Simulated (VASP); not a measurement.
# Cd (P6_3/mmc) in VASP: a series of runs

Runs on Cd. Level: RPBE. Tasks: single point.

Everything below comes from runs of VASP 6.6.1. Logs are shortened: lines on timing, memory, paths and dates and some standing lists are left out, and cuts for length are marked.

## 1. The cell of the first run

It takes space group P6_3/mmc (No. 194, hexagonal). The conventional cell has a = 3.206 Å, b = 3.206 Å, c = 10.506 Å, α = 90.00°, β = 90.00°, γ = 120.00°. Cd (site symmetry -3m) has 12 Cd at 3.21 Å within 4.2 Å. Cd (site symmetry -6m2) has 12 Cd at 3.21 Å within 4.2 Å.

## 2. Single point, RPBE (23.38 Å³/atom)

Contents of INCAR:

```
PREC = Accurate
ENCUT = 520
EDIFF = 1E-7
ISMEAR = -1
SIGMA = 0.1
LREAL = F
LASPH = T
NELM = 80
ALGO = Normal
ISIF = 2
LWAVE = F
LCHARG = T
GGA = RP
LELF = T
LVHAR = T
NBANDS = 32
```

Contents of KPOINTS:

```
regular mesh
0
Gamma
  13 13 4
```

Contents of POSCAR:

```
Cd
1.0
    3.2060782366      0.0000000000      0.0000000000
   -1.6030391183      2.7765451994      0.0000000000
    0.0000000000      0.0000000000     10.5055035941
Cd
4
Direct
    0.0000000000      0.0000000000      0.0000000000
    0.0000000000      0.0000000000      0.5000000000
    0.3333333333      0.6666666667      0.2500000000
    0.6666666667      0.3333333333      0.7500000000
```

Potentials or basis: VASP PAW PBE potentials, release 64 (Cd).

On the command line:

```
cat potpaw_PBE.64/Cd/POTCAR > POTCAR
mpirun -np 1 vasp_std > vasp.out
```

OUTCAR:

```text
PREC = Accurate
   ENCUT = 520
   EDIFF = 1E-7
   ISMEAR = -1
   LREAL = F
   LASPH = T
   NELM = 80
   ISIF = 2
   GGA = RP

 ion  position               nearest neighbor table
   1  0.000  0.000  0.000-   3 3.21   4 3.21   3 3.21   4 3.21   4 3.21   3 3.21
   2  0.000  0.000  0.500-   3 3.21   4 3.21   3 3.21   4 3.21   4 3.21   3 3.21
   3  0.333  0.667  0.250-   1 3.21   2 3.21   1 3.21   2 3.21   1 3.21   2 3.21
   4  0.667  0.333  0.750-   1 3.21   2 3.21   1 3.21   2 3.21   1 3.21   2 3.21

  LATTYP: Found a hexagonal cell.
 ALAT       =     3.2060782366
 C/A-ratio  =     3.2767458617

  Lattice vectors:

 A1 = (   3.2060782366,   0.0000000000,   0.0000000000)
 A2 = (  -1.6030391183,   2.7765451994,   0.0000000000)
 A3 = (   0.0000000000,   0.0000000000,  10.5055035941)

Analysis of symmetry for initial positions (statically):
=====================================================================
 Subroutine PRICEL returns:
 Original cell was already a primitive cell.

 Routine SETGRP: Setting up the symmetry group for a
 hexagonal supercell.

 Subroutine GETGRP returns: Found 24 space group operations
 (whereof 12 operations were pure point group operations)
 out of a pool of 24 trial point group operations.

The static configuration has the point symmetry D_3d.
 The point group associated with its full space group is D_6h.

Analysis of symmetry for dynamics (positions and initial velocities):
=====================================================================
 Subroutine PRICEL returns:
 Original cell was already a primitive cell.

 Routine SETGRP: Setting up the symmetry group for a
 hexagonal supercell.

 Subroutine GETGRP returns: Found 24 space group operations
 (whereof 12 operations were pure point group operations)
 out of a pool of 24 trial point group operations.

The dynamic configuration has the point symmetry D_3d.
 The point group associated with its full space group is D_6h.

 Subroutine INISYM returns: Found 24 space group operations
 (whereof 12 operations are pure point group operations),
 and found     1 'primitive' translations

----------------------------------------------------------------------------------------

                                     Primitive cell

  volume of cell :      93.5181

[... 88 lines left out ...]
   LSORBIT =      F    spin-orbit coupling
   LASPH  =      T    aspherical Exc in radial PAW
   ENCUT  =  520.0 eV  38.22 Ry    6.18 a.u.   5.96  5.96 19.53*2*pi/ulx,y,z
   NELM   =     80;   NELMIN=  2; NELMDL= -5     # of ELM steps
   EDIFF  = 0.1E-06   stopping-criterion for ELM
   LREAL  =      F    real-space projection
   EDIFFG = 0.1E-05   stopping-criterion for IOM
   NSW    =      0    number of steps for IOM
   IBRION =     -1    ionic relax: 0-MD 1-quasi-New 2-CG
   NFREE  =      0    steps in history (QN), initial steepest desc. (CG)
   ISIF   =      2    stress and relaxation
   ISYM   =      2    0-nonsym 1-usesym 2-fastsym
   POTIM  = 0.5000    time-step for ionic-motion
   TEBEG  =    0.0;   TEEND  =   0.0 temperature during run
   PSTRESS=    0.0 pullay stress
   NELECT =      48.0000    total number of electrons
   NUPDOWN=      -1.0000    fix difference up-down
   EMIN   =  10.00;   EMAX   =-10.00  energy-range for DOS
   EFERMI =   0.00;   METHOD = LEGACY
   ISMEAR =    -1;   SIGMA  =   0.10  broadening in eV -4-tet -1-fermi 0-gaus
   EFERMI_NEDOS =   21; number of points for ismear=-14 and -15
   IALGO  =     38    algorithm
   IMIX   =      4    mixing-type and parameters
     AMIX     =   0.40;   BMIX     =  1.00
     AMIX_MAG =   1.60;   BMIX_MAG =  1.00
  volume/ion in A,a.u.               =      23.38       157.77
  Fermi-wavevector in a.u.,A,eV,Ry     =   1.310760  2.476978 23.376074  1.718093
  Thomas-Fermi vector in A             =   2.441269
   LORBIT       =      0    0 simple, 1 ext, 2 COOP (PROOUT), +10 PAW based schemes
   GGA     = RP    functional components
   LHFCALC =     F    Hartree Fock is set to
   AEXX    =    0.0000 exact exchange contribution
   IVDW    =     0    specifies the selected vdW correction
   LEPSILON=     F    determine dielectric tensor
   LRPA    =     F    only Hartree local field effects (RPA)
 non-spin polarized calculation
  energy-cutoff  :      520.00
  volume of cell :       93.52
 maximum number of plane-waves:      2552
 NGX is ok and might be reduce to    24
   NGX = 11   NGY = 11   NGZ = 39

 number of electron      48.0000007 magnetization

 Free energy of the ion-electron system (eV)
  ---------------------------------------------------
  ext. energy  EPLUGINS =         0.00000000
  ---------------------------------------------------
  free energy    TOTEN  =        -1.39340663 eV

  energy without entropy =       -1.33717919  energy(sigma->0) =       -1.36529291

 E-fermi :   2.6222     XC(G=0): -10.5009

 val. band max:        2.6018191101   @ k =   0.2308   0.0769   0.0000
 cond. band min:       2.6494258853   @ k =   0.4615   0.0000   0.0000
 fundamental gap:      0.0476067752
 Fermi energy:         2.6221907207

 k-point     1 :       0.0000    0.0000    0.0000
  band No.  band energies     occupation
      1      -6.9006      2.00000
      2      -6.7002      2.00000
      3      -6.6771      2.00000
      4      -6.5093      2.00000
      5      -6.5043      2.00000
      6      -6.5043      2.00000
[... 829 lines left out ...]
     31      12.4191      0.00000
     32      13.2601      0.00000

 [... further k-points ...]

------------------------ aborting loop because EDIFF is reached ----------------------------------------

  FORCE on cell =-STRESS in cart. coord.  units (eV):
  Direction    XX          YY          ZZ          XY          YZ          ZX
  --------------------------------------------------------------------------------------
  -------------------------------------------------------------------------------------
  Total        0.8498326      0.8498326      1.0911208      0.0000000     -0.0000000      0.0000000
  in kB       14.5595595     14.5595595     18.6933731      0.0000000     -0.0000000      0.0000000
  external PRESSURE =      15.9374973 kB  Pullay stress =       0.0000000 kB

 VOLUME and BASIS-vectors are now :
 -----------------------------------------------------------------------------
  energy-cutoff  :      520.00
  volume of cell :       93.52
      direct lattice vectors                 reciprocal lattice vectors
     3.206078237  0.000000000  0.000000000     0.311907548  0.180079907  0.000000000
    -1.603039118  2.776545199  0.000000000     0.000000000  0.360159813  0.000000000
     0.000000000  0.000000000 10.505503594     0.000000000  0.000000000  0.095188202

 POSITION                                       TOTAL-FORCE (eV/Angst)
 -----------------------------------------------------------------------------------
      0.00000      0.00000      0.00000        -0.000000      0.000000     -0.000000
      0.00000      0.00000      5.25275        -0.000000      0.000000     -0.000000
     -0.00000      1.85103      2.62638         0.000000     -0.000000      0.000000
      1.60304      0.92552      7.87913        -0.000000      0.000000     -0.000000
 -----------------------------------------------------------------------------------
    total drift:                               -0.000000      0.000000     -0.000000

  FREE ENERGIE OF THE ION-ELECTRON SYSTEM (eV)
  ---------------------------------------------------
  free  energy   TOTEN  =        -1.3934066321 eV

  energy  without entropy=       -1.3371791947  energy(sigma->0) =       -1.36529291
```

OSZICAR:

```text
N       E                     dE             d eps       ncg     rms          rms(c)
DAV:   1     0.390089754569E+03    0.39009E+03   -0.25606E+04  4040   0.150E+03
DAV:   2     0.933932020829E+01   -0.38075E+03   -0.36352E+03  4208   0.401E+02
DAV:   3    -0.142907949529E+01   -0.10768E+02   -0.10717E+02  4648   0.777E+01
DAV:   4    -0.145619551653E+01   -0.27116E-01   -0.27111E-01  4264   0.364E+00
DAV:   5    -0.145627781280E+01   -0.82296E-04   -0.82295E-04  4760   0.183E-01    0.545E+00
DAV:   6    -0.137847779873E+01    0.77800E-01   -0.30786E-01  4424   0.493E+00    0.437E+00
DAV:   7    -0.139113375515E+01   -0.12656E-01   -0.71132E-02  4400   0.196E+00    0.143E+00
DAV:   8    -0.139307182747E+01   -0.19381E-02   -0.94833E-03  4320   0.967E-01    0.142E-01
DAV:   9    -0.139326246400E+01   -0.19064E-03   -0.83231E-05  4616   0.655E-02    0.606E-02
DAV:  10    -0.139340744745E+01   -0.14498E-03   -0.14682E-04  4288   0.961E-02    0.574E-03
DAV:  11    -0.139340673948E+01    0.70797E-06   -0.71798E-07  4664   0.675E-03    0.308E-03
DAV:  12    -0.139340663145E+01    0.10803E-06   -0.24562E-07  3312   0.368E-03    0.767E-04
DAV:  13    -0.139340663210E+01   -0.64119E-09   -0.11094E-08  2360   0.922E-04
   1 F= -.13934066E+01 E0= -.13652929E+01  d E =-.562274E-01
```

It took 82 s on 1 thread of Intel Xeon 6975P-C (Granite Rapids), shared host; peak memory 0.28 GiB.

Results:

| Item | Value |
| --- | --- |
| Free energy | -1.3934 eV |
| Pressure | 1.6 GPa |
| Band gap on the k mesh | zero (bands 24 and 25 overlap by 2.75 eV) |

Levels at points of the mesh, in eV from the Fermi level:
```csv
k point,band 20,band 21,band 22,band 23,band 24,band 25,band 26,band 27,band 28,band 29
"(0.00, 0.00, 0.00)",-8.44,-8.39,-6.77,-6.75,-2.18,-1.55,5.79,5.79,11.89,11.89
"(0.00, 0.00, 0.50)",-8.50,-7.99,-7.99,-4.71,-4.71,1.67,1.67,10.34,10.34,12.18
```

Caveat: the PAW data sets were made with another functional, which shifts forces and pressure a little.

## 3. Single point, RPBE (24.35 Å³/atom)

This run uses another cell than the first one, of 24.35 Å³/atom.

Contents of INCAR:

```
SYSTEM = Cd
PREC = Accurate
ENCUT = 520
EDIFF = 1E-6
ISMEAR = -1
SIGMA = 0.1
LREAL = .FALSE.
LASPH = .TRUE.
NELM = 60
ALGO = Normal
ISIF = 2
LWAVE = .FALSE.
LCHARG = .FALSE.
GGA = RP
NBANDS = 32
```

Contents of KPOINTS:

```
Automatic mesh
0
G
  13 13 4
  0 0 0
```

Contents of POSCAR:

```
Cd
1.0
    3.2500025747      0.0000000000      0.0000000000
   -1.6250012873      2.8145847921      0.0000000000
    0.0000000000      0.0000000000     10.6494324874
Cd
4
Direct
    0.0000000000      0.0000000000      0.0000000000
    0.0000000000      0.0000000000      0.5000000000
    0.3333333333      0.6666666667      0.2500000000
    0.6666666667      0.3333333333      0.7500000000
```

Potentials or basis: VASP PAW PBE potentials, release 64 (Cd).

On the command line:

```
cat potpaw_PBE.64/Cd/POTCAR > POTCAR
mpirun -np 1 vasp_std > vasp.out
```

Run time: 73 s. Hardware: 1 thread of Intel Xeon 6975P-C (Granite Rapids), shared host; peak memory 0.28 GiB.

The run converged. Its results:

| Quantity | Value |
| --- | --- |
| Free energy | -1.4137 eV |
| Pressure | 0.1 GPa |
| Band gap on the k mesh | zero (bands 24 and 25 overlap by 2.70 eV) |

Stress tensor (GPa, compression positive):
```
0.05 0.00 0.00
0.00 0.05 0.00
0.00 0.00 0.26
```

Levels at points of the mesh, in eV from the Fermi level:
| k point | band 20 | band 21 | band 22 | band 23 | band 24 | band 25 | band 26 | band 27 | band 28 | band 29 |
| --- | --- | --- | --- | --- | --- | --- | --- | --- | --- | --- |
| (0.00, 0.00, 0.00) | -8.39 | -8.09 | -6.53 | -6.51 | -2.01 | -1.58 | 5.64 | 5.64 | 11.55 | 11.55 |
| (0.00, 0.00, 0.50) | -8.44 | -7.71 | -7.71 | -4.54 | -4.54 | 1.63 | 1.63 | 10.09 | 10.09 | 11.84 |

Caveat: the PAW data sets were made with another functional, which shifts forces and pressure a little.
